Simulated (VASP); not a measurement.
# Sc12H (a cell with a defect) in VASP: a series of runs

Sc12H (a cell with a defect) is run at these levels: PBEsol; tasks: single point.

Program: VASP 6.6.1. These are calculated values, not measurements. Logs are shortened: lines on timing, memory, paths and dates and some standing lists are left out, and cuts for length are marked.

## Step 1: The cell of the first run

The cell holds a defect, 13 atoms: a = 6.620 Å, b = 9.930 Å, c = 5.276 Å, α = 90.00°, β = 90.00°, γ = 120.00°.

## Step 2: Single point, PBEsol

File INCAR:

```
SYSTEM = Sc12H
ALGO = Normal
EDIFF = 1E-6
ENCUT = 520
GGA = PS
ISIF = 2
ISMEAR = 0
LASPH = .TRUE.
LCHARG = .TRUE.
LELF = .TRUE.
LREAL = .FALSE.
LVHAR = .TRUE.
LWAVE = .FALSE.
NBANDS = 78
NELM = 60
PREC = Accurate
SIGMA = 0.1
```

File KPOINTS:

```
k-points
0
G
  3 2 3
  0 0 0
```

File POSCAR:

```
Sc12H
1.0
    6.6200000000      0.0000000000      0.0000000000
   -4.9650000000      8.5996320000      0.0000000000
    0.0000000000      0.0000000000      5.2761400000
Sc H
12 1
Direct
   -0.0004478999     -0.0010314395      0.0020128351
    0.1707509649      0.2244459995      0.5058677366
    0.0050910045      0.3396848842      0.0000208486
    0.1672679389      0.5572198903      0.4967445898
    0.0001127237      0.6674622821     -0.0054329491
    0.1657309984      0.8879756715      0.4977616212
    0.4925763628     -0.0014597136     -0.0007558556
    0.6690848104      0.2222421843      0.5045302058
    0.5013090122      0.3334921773      0.0037671480
    0.6690400131      0.5570148816      0.4978450155
    0.5006969883      0.6667464375     -0.0005225411
    0.6643803248      0.8869399295      0.5050876209
    0.8373766347      0.1100121494      0.4167482288
```

Potentials or basis: VASP PAW PBE potentials, release 64 (Sc_sv, H).

Command:

```sh
cat potpaw_PBE.64/Sc_sv/POTCAR potpaw_PBE.64/H/POTCAR > POTCAR
mpirun -np 1 vasp_std > vasp.out
```

OUTCAR:

```text
SYSTEM = Sc12H
   EDIFF = 1E-6
   ENCUT = 520
   GGA = PS
   ISIF = 2
   ISMEAR = 0
   LASPH = .TRUE.
   LREAL = .FALSE.
   NELM = 60
   PREC = Accurate

 ion  position               nearest neighbor table
   1  1.000  0.999  0.002-   6 3.24  12 3.25   2 3.26   7 3.27   6 3.27  12 3.28   2 3.29   5 3.29
                            11 3.30   9 3.32   7 3.35   3 3.37
   2  0.171  0.224  0.506-  13 1.97   9 3.24   3 3.25   9 3.26   1 3.26   1 3.29   3 3.30  10 3.30
                             8 3.31   8 3.31   4 3.32   6 3.32  12 3.35
   3  0.005  0.340  0.000-   4 3.22   8 3.25   4 3.25   2 3.25  11 3.26   5 3.27   8 3.29   2 3.30
                             9 3.30   9 3.32   1 3.37   7 3.39
   4  0.167  0.557  0.497-   3 3.22   5 3.25  11 3.25   3 3.25   5 3.26  11 3.27  12 3.28   6 3.29
                            10 3.30   8 3.31   2 3.32  10 3.32
   5  0.000  0.667  0.995-   6 3.24  10 3.24   4 3.25   6 3.26  10 3.26   4 3.26   3 3.27   7 3.27
                             1 3.29  11 3.30   9 3.31  11 3.32
   6  0.166  0.888  0.498-   7 3.23   5 3.24   1 3.24   7 3.24   5 3.26   1 3.27  10 3.29   4 3.29
                            12 3.31  12 3.31   2 3.32   8 3.33
   7  0.493  0.999  0.999-   6 3.23   6 3.24   8 3.24  12 3.25   1 3.27   5 3.27   8 3.29   9 3.30
                            12 3.30  11 3.32   1 3.35   3 3.39
   8  0.669  0.222  0.505-  13 1.98   7 3.24   3 3.25   9 3.26   9 3.27   3 3.29   7 3.29   2 3.31
                             2 3.31   4 3.31  12 3.31  10 3.32   6 3.33
   9  0.501  0.333  0.004-  10 3.24   2 3.24   2 3.26   8 3.26   8 3.27  10 3.29   7 3.30   3 3.30
                             5 3.31  11 3.31   3 3.32   1 3.32
  10  0.669  0.557  0.498-   5 3.24   9 3.24  11 3.25  11 3.26   5 3.26   6 3.29   9 3.29  12 3.29
                             4 3.30   2 3.30   4 3.32   8 3.32
  11  0.501  0.667  0.999-  12 3.22   4 3.25  10 3.25  10 3.26   3 3.26   4 3.27  12 3.27   1 3.30
                             5 3.30   9 3.31   5 3.32   7 3.32
  12  0.664  0.887  0.505-  13 1.97  11 3.22   1 3.25   7 3.25  11 3.27   1 3.28   4 3.28  10 3.29
                             7 3.30   6 3.31   6 3.31   8 3.31   2 3.35
  13  0.837  0.110  0.417-   2 1.97  12 1.97   8 1.98

  LATTYP: Found a simple monoclinic cell.
 ALAT       =     6.6200000000
 B/A-ratio  =     0.7970000000
 C/A-ratio  =     1.3228756170
 COS(beta)  =    -0.1889822420

  Lattice vectors:

 A1 = (   6.6200000000,   0.0000000000,   0.0000000000)
 A2 = (   0.0000000000,   0.0000000000,   5.2761400000)
 A3 = (  -1.6550000000,  -8.5996320000,   0.0000000000)

Analysis of symmetry for initial positions (statically):
=====================================================================
 Subroutine PRICEL returns:
 Original cell was already a primitive cell.

 Routine SETGRP: Setting up the symmetry group for a
 simple monoclinic supercell.

 Subroutine GETGRP returns: Found  1 space group operations
 (whereof  1 operations were pure point group operations)
 out of a pool of  4 trial point group operations.

The static configuration has the point symmetry C_1 .

Analysis of symmetry for dynamics (positions and initial velocities):
=====================================================================
 Subroutine PRICEL returns:
 Original cell was already a primitive cell.

 Routine SETGRP: Setting up the symmetry group for a
 simple monoclinic supercell.

 Subroutine GETGRP returns: Found  1 space group operations
 (whereof  1 operations were pure point group operations)
 out of a pool of  4 trial point group operations.

The dynamic configuration has the point symmetry C_1 .

 Subroutine INISYM returns: Found  1 space group operations
 (whereof  1 operations are pure point group operations),
 and found     1 'primitive' translations

----------------------------------------------------------------------------------------

                                     Primitive cell

  volume of cell :     300.3683

  direct lattice vectors                    reciprocal lattice vectors
[... 44 lines left out ...]
   IALGO  =     38    algorithm
   IMIX   =      4    mixing-type and parameters
     AMIX     =   0.40;   BMIX     =  1.00
     AMIX_MAG =   1.60;   BMIX_MAG =  1.00
  volume/ion in A,a.u.               =      23.11       155.92
  Fermi-wavevector in a.u.,A,eV,Ry     =   1.247788  2.357977 21.183915  1.556974
  Thomas-Fermi vector in A             =   2.381904
   LORBIT       =      0    0 simple, 1 ext, 2 COOP (PROOUT), +10 PAW based schemes
   GGA     = PS    functional components
   LHFCALC =     F    Hartree Fock is set to
   AEXX    =    0.0000 exact exchange contribution
   IVDW    =     0    specifies the selected vdW correction
   LEPSILON=     F    determine dielectric tensor
   LRPA    =     F    only Hartree local field effects (RPA)
 non-spin polarized calculation
 Gauss-broadening in eV      SIGMA  =   0.10
  energy-cutoff  :      520.00
  volume of cell :      300.37
 maximum number of plane-waves:      8103
 NGX is ok and might be reduce to    50
   NGX = 25   NGY = 37   NGZ = 19

 number of electron     133.0000004 magnetization

 Free energy of the ion-electron system (eV)
  ---------------------------------------------------
  ext. energy  EPLUGINS =         0.00000000
  ---------------------------------------------------
  free energy    TOTEN  =       -82.73224404 eV

  energy without entropy =      -82.58012407  energy(sigma->0) =      -82.65618405

 E-fermi :   3.5276     XC(G=0):  -9.9695

 val. band max:        3.5231499536   @ k =  -0.3333  -0.0000   0.3333
 cond. band min:       3.5280356335   @ k =   0.3333   0.5000   0.0000
 fundamental gap:      0.0048856800
 Fermi energy:         3.5276275372

 k-point     1 :       0.0000    0.0000    0.0000
  band No.  band energies     occupation
      1     -45.7577      2.00000
      2     -45.7317      2.00000
      3     -45.7274      2.00000
      4     -45.6528      2.00000
      5     -45.6214      2.00000
      6     -45.6128      2.00000
[... 799 lines left out ...]
     77       4.4997      0.00000
     78       4.5191      0.00000

------------------------ aborting loop because EDIFF is reached ----------------------------------------

  FORCE on cell =-STRESS in cart. coord.  units (eV):
  Direction    XX          YY          ZZ          XY          YZ          ZX
  --------------------------------------------------------------------------------------
  -------------------------------------------------------------------------------------
  Total       -3.5917367     -3.4101156     -6.2274354      0.2383582     -0.0871714      0.0431284
  in kB      -19.1584736    -18.1896991    -33.2174010      1.2714124     -0.4649759      0.2300489
  external PRESSURE =     -23.5218579 kB  Pullay stress =       0.0000000 kB

 VOLUME and BASIS-vectors are now :
 -----------------------------------------------------------------------------
  energy-cutoff  :      520.00
  volume of cell :      300.37
      direct lattice vectors                 reciprocal lattice vectors
     6.620000000  0.000000000  0.000000000     0.151057402  0.087213034  0.000000000
    -4.965000000  8.599632000  0.000000000     0.000000000  0.116284046  0.000000000
     0.000000000  0.000000000  5.276140000     0.000000000  0.000000000  0.189532499

 POSITION                                       TOTAL-FORCE (eV/Angst)
 -----------------------------------------------------------------------------------
      1.65716      8.59076      0.01062         0.014273      0.001802      0.054135
      0.01600      1.93015      2.66903         0.010446      0.010705      0.094749
     -1.65283      2.92117      0.00011         0.001720     -0.037486      0.069571
     -1.65928      4.79189      2.62089         0.010019     -0.000072      0.028061
     -3.31320      5.73993      5.24747         0.005741      0.006023      0.007137
     -3.31166      7.63626      2.62626        -0.008326      0.002453      0.031736
     -1.69690      8.58708      5.27215         0.028262      0.009394      0.056227
      3.32591      1.91120      2.66197        -0.015866      0.014022      0.092214
      1.66288      2.86791      0.01988        -0.010491      0.006028      0.085039
      1.66347      4.79012      2.62670        -0.008554     -0.000520      0.032562
      0.00422      5.73377      5.27338        -0.015825      0.004623      0.046202
     -0.00546      7.62736      2.66491        -0.006568     -0.005959      0.088445
      4.99722      0.94606      2.19882        -0.004829     -0.011015     -0.686076
 -----------------------------------------------------------------------------------
    total drift:                               -0.000153      0.000041     -0.000140

  FREE ENERGIE OF THE ION-ELECTRON SYSTEM (eV)
  ---------------------------------------------------
  free  energy   TOTEN  =       -82.7322440373 eV

  energy  without entropy=      -82.5801240671  energy(sigma->0) =      -82.65618405
```

It took 12 min on 1 thread of AMD EPYC 7R13 (Zen 3), shared host; peak memory 0.44 GiB.

Results:

* Free energy: -82.7322 eV
* Pressure: -2.4 GPa
* Largest force: 0.686 eV/Å
* Band gap on the k mesh: zero (an odd number of electrons rules out a gap without spin polarisation)

Forces on the atoms (eV/Å):
```
Sc   0.014  0.002  0.054
Sc   0.010  0.011  0.095
Sc   0.002 -0.037  0.070
Sc   0.010  0.000  0.028
Sc   0.006  0.006  0.007
Sc  -0.008  0.002  0.032
Sc   0.028  0.009  0.056
Sc  -0.016  0.014  0.092
Sc  -0.010  0.006  0.085
Sc  -0.009 -0.001  0.033
Sc  -0.016  0.005  0.046
Sc  -0.007 -0.006  0.088
H   -0.005 -0.011 -0.686
```

Caveat: the k points lie up to 0.40 Å⁻¹ apart, too coarse for converged energies and pressures of a metal; the PAW data sets were made with another functional, which shifts forces and pressure a little.

## Step 3: Single point, PBEsol

File INCAR:

```
  PREC = Accurate
  ENCUT = 520
  EDIFF = 1E-6
  ISMEAR = 0
  SIGMA = 0.1
  LREAL = False
  LASPH = True
  NELM = 100
  ALGO = Normal
  ISIF = 2
  LWAVE = False
  LCHARG = False
  GGA = PS
  NBANDS = 78
```

File KPOINTS:

```
regular mesh
0
Gamma
  3 2 3
```

File POSCAR:

```
Sc12H
1.0
    6.6200000000      0.0000000000      0.0000000000
   -4.9650000000      8.5996320000      0.0000000000
    0.0000000000      0.0000000000      5.2761400000
Sc H
12 1
Direct
   -0.0017034888      0.0009266676      0.0052413317
    0.1684760235      0.2236302670      0.5062200776
    0.0028874251      0.3368154591      0.0015971904
    0.1668432632      0.5565060226      0.4943608396
    0.0007597372      0.6683308076     -0.0082492125
    0.1667235293      0.8892573543      0.4961090873
    0.4966116749     -0.0001205866      0.0010217697
    0.6694292772      0.2218090262      0.5046865701
    0.5014009305      0.3337432346      0.0040711581
    0.6683310525      0.5567813832      0.4961613983
    0.5002187775      0.6669700517     -0.0018422559
    0.6657823660      0.8884929030      0.5051647606
    0.8377837143      0.1092745597      0.3323607789
```

Potentials or basis: VASP PAW PBE potentials, release 64 (Sc_sv, H).

Command:

```sh
cat potpaw_PBE.64/Sc_sv/POTCAR potpaw_PBE.64/H/POTCAR > POTCAR
mpirun -np 1 vasp_std > vasp.out
```

It took 8.1 min on 1 thread of AMD EPYC 7R13 (Zen 3), shared host; peak memory 0.44 GiB.

Results (log left out):

```yaml
Free_energy: -83.0805 eV
Pressure: -2.9 GPa
Largest_force: 0.708 eV/Å
Band_gap_on_the_k_mesh: zero (an odd number of electrons rules out a gap without spin polarisation)
```

Forces in eV/Å, atoms in the order of the input:
```
Sc  -0.001  0.012  0.060
Sc  -0.011 -0.006  0.068
Sc   0.002 -0.063  0.090
Sc   0.008 -0.005  0.041
Sc   0.005 -0.003  0.038
Sc  -0.006  0.012  0.044
Sc   0.044  0.020  0.079
Sc   0.007  0.002  0.060
Sc  -0.008  0.006  0.065
Sc  -0.008 -0.010  0.047
Sc  -0.009  0.009  0.051
Sc  -0.003  0.015  0.065
H   -0.019  0.012 -0.708
```

Stress tensor (GPa, compression positive):
```
-2.51  0.11  0.02
 0.11 -2.43 -0.05
 0.02 -0.05 -3.69
```

Levels at points of the mesh, in eV from the Fermi level:
```tsv
k point	band 64	band 65	band 66	band 67	band 68	band 69
(0.00, 0.00, 0.00)	-0.50	-0.47	-0.31	-0.29	-0.29	0.03
(0.00, 0.50, 0.00)	-0.54	-0.33	-0.31	-0.29	-0.28	-0.04
```

Caveat: the k points lie up to 0.40 Å⁻¹ apart, too coarse for converged energies and pressures of a metal; the PAW data sets were made with another functional, which shifts forces and pressure a little.

## Step 4: Single point, PBEsol

File INCAR:

```
ALGO = Normal
EDIFF = 1E-6
ENCUT = 520
GGA = PS
ISIF = 2
ISMEAR = 0
LASPH = True
LCHARG = False
LREAL = False
LWAVE = False
NBANDS = 78
NELM = 80
PREC = Accurate
SIGMA = 0.1
```

File KPOINTS:

```
k-points
0
Gamma
  3 2 3
```

File POSCAR:

```
Sc12H
1.0
    6.6200000000      0.0000000000      0.0000000000
   -4.9650000000      8.5996320000      0.0000000000
    0.0000000000      0.0000000000      5.2761400000
Sc H
12 1
Direct
    0.0029044984     -0.0025935994     -0.0002511306
    0.1688638697      0.2236521284      0.5036202603
    0.0049726433      0.3393149846      0.0006735985
    0.1678649836      0.5576211866      0.4985980281
   -0.0000429224      0.6663860733     -0.0029671313
    0.1658487122      0.8872627340      0.4986042827
    0.4951417346     -0.0013886641      0.0000790351
    0.6676923584      0.2237199220      0.5039818883
    0.5003001570      0.3335220623      0.0031094702
    0.6689503363      0.5574423417      0.4990864534
    0.5011464817      0.6672051781      0.0001158044
    0.6655110275      0.8871131928      0.5030292979
    0.8335859717      0.1108191606      0.4507031656
```

Command:

```sh
cat potpaw_PBE.64/Sc_sv/POTCAR potpaw_PBE.64/H/POTCAR > POTCAR
mpirun -np 1 vasp_std > vasp.out
```

Run time: 10 min. Hardware: 1 thread of AMD EPYC 7R43 (Zen 3), shared host; peak memory 0.44 GiB.

The run converged. Its results:

```yaml
Free_energy: -82.6278 eV
Pressure: -2.2 GPa
Largest_force: 0.452 eV/Å
Band_gap_on_the_k_mesh: zero (an odd number of electrons rules out a gap without spin polarisation)
```

Forces in eV/Å, atoms in the order of the input:
```
Sc  -0.010  0.004  0.029
Sc   0.017  0.005  0.070
Sc  -0.002 -0.006  0.038
Sc   0.005 -0.001  0.015
Sc   0.004  0.005 -0.003
Sc  -0.002  0.001  0.018
Sc   0.009  0.007  0.031
Sc  -0.016  0.009  0.073
Sc   0.001 -0.002  0.062
Sc  -0.006 -0.002  0.021
Sc  -0.003 -0.002  0.030
Sc   0.003 -0.009  0.067
H   -0.002 -0.010 -0.452
```

Stress tensor (GPa, compression positive):
```
-1.70  0.01 -0.02
 0.01 -1.65 -0.02
-0.02 -0.02 -3.20
```

Levels at points of the mesh, in eV from the Fermi level:
| k point | band 63 | band 64 | band 65 | band 66 | band 67 | band 68 | band 69 | band 70 |
| --- | --- | --- | --- | --- | --- | --- | --- | --- |
| (0.00, 0.00, 0.00) | -0.55 | -0.50 | -0.48 | -0.32 | -0.29 | -0.27 | -0.03 | 0.12 |
| (0.00, 0.50, 0.00) | -0.55 | -0.55 | -0.33 | -0.29 | -0.28 | -0.27 | 0.00 | 0.05 |

Caveat: the k points lie up to 0.40 Å⁻¹ apart, too coarse for converged energies and pressures of a metal; the PAW data sets were made with another functional, which shifts forces and pressure a little.

## Step 5: Single point, PBEsol

File INCAR:

```
SYSTEM = Sc12H
PREC = Accurate
ENCUT = 520
EDIFF = 1E-7
ISMEAR = 0
SIGMA = 0.1
LREAL = .False.
LASPH = .True.
NELM = 100
ALGO = Normal
ISIF = 2
LWAVE = .False.
LCHARG = .True.
GGA = PS
LELF = .True.
LVHAR = .True.
NBANDS = 78
```

File KPOINTS:

```
Automatic mesh
0
Gamma
  3 2 3
  0 0 0
```

File POSCAR:

```
Sc12H
1.0
    6.6200000000      0.0000000000      0.0000000000
   -4.9650000000      8.5996320000      0.0000000000
    0.0000000000      0.0000000000      5.2761400000
Sc H
12 1
Direct
    0.0016997523     -0.0009382960      0.0008883388
    0.1671770971      0.2231779220      0.5054570197
    0.0026859495      0.3362084564      0.0029591709
    0.1676145877      0.5567926628      0.4955029624
    0.0007239751      0.6670706374     -0.0073449529
    0.1668587902      0.8884942984      0.4957491651
    0.4983717427     -0.0002789654      0.0015460166
    0.6682555361      0.2232083885      0.5061742107
    0.5004910465      0.3338245171      0.0041689569
    0.6682572120      0.5570176724      0.4966109694
    0.5007372599      0.6672547151     -0.0014804384
    0.6667169155      0.8887510535      0.5040942810
    0.8338394576      0.1114995386      0.3499317683
```

Command:

```sh
cat potpaw_PBE.64/Sc_sv/POTCAR potpaw_PBE.64/H/POTCAR > POTCAR
mpirun -np 1 vasp_std > vasp.out
```

Wall time 10 min (1 thread of AMD EPYC 7R43 (Zen 3), shared host); peak memory 0.42 GiB.

Results (log left out):

```yaml
Free_energy: -83.0110 eV
Pressure: -2.8 GPa
Largest_force: 0.783 eV/Å
Band_gap_on_the_k_mesh: zero (an odd number of electrons rules out a gap without spin polarisation)
```

Forces in eV/Å, atoms in the order of the input:
```
Sc  -0.031  0.024  0.078
Sc  -0.001 -0.006  0.086
Sc   0.000 -0.049  0.090
Sc   0.008 -0.015  0.038
Sc   0.005  0.010  0.023
Sc   0.001  0.016  0.045
Sc   0.033  0.016  0.082
Sc  -0.001 -0.008  0.088
Sc   0.001  0.002  0.075
Sc  -0.007 -0.009  0.045
Sc  -0.005  0.000  0.049
Sc   0.001  0.016  0.084
H   -0.004  0.002 -0.783
```

Stress tensor (GPa, compression positive):
```
-2.33  0.02 -0.03
 0.02 -2.36 -0.02
-0.03 -0.02 -3.61
```

Levels at points of the mesh, in eV from the Fermi level:
| k point | band 64 | band 65 | band 66 | band 67 | band 68 | band 69 |
| --- | --- | --- | --- | --- | --- | --- |
| (0.00, 0.00, 0.00) | -0.50 | -0.47 | -0.31 | -0.29 | -0.28 | 0.02 |
| (0.00, 0.50, 0.00) | -0.54 | -0.33 | -0.30 | -0.29 | -0.28 | -0.04 |

Caveat: the k points lie up to 0.40 Å⁻¹ apart, too coarse for converged energies and pressures of a metal; the PAW data sets were made with another functional, which shifts forces and pressure a little.

## Step 6: The runs side by side

```csv
cell,gap on the mesh (eV),pressure (GPa),largest force (eV/Å)
"as given, atomic positions A",none,-2.4,0.69
"as given, atomic positions B",none,-2.9,0.71
"as given, atomic positions C",none,-2.2,0.45
"as given, atomic positions D",none,-2.8,0.78
```

Alike in all rows: task single point; level PBEsol; potentials or basis VASP PAW PBE potentials, release 64 (Sc_sv, H); no spin polarisation; k mesh 3 × 2 × 3; cutoff (eV) 520; smearing gaussian 0.1 eV.

Caveats: all runs use coarse meshes; the PAW data sets were made with another functional, which shifts forces and pressure a little.

Absolute energies hang on the potentials; compare differences alone.
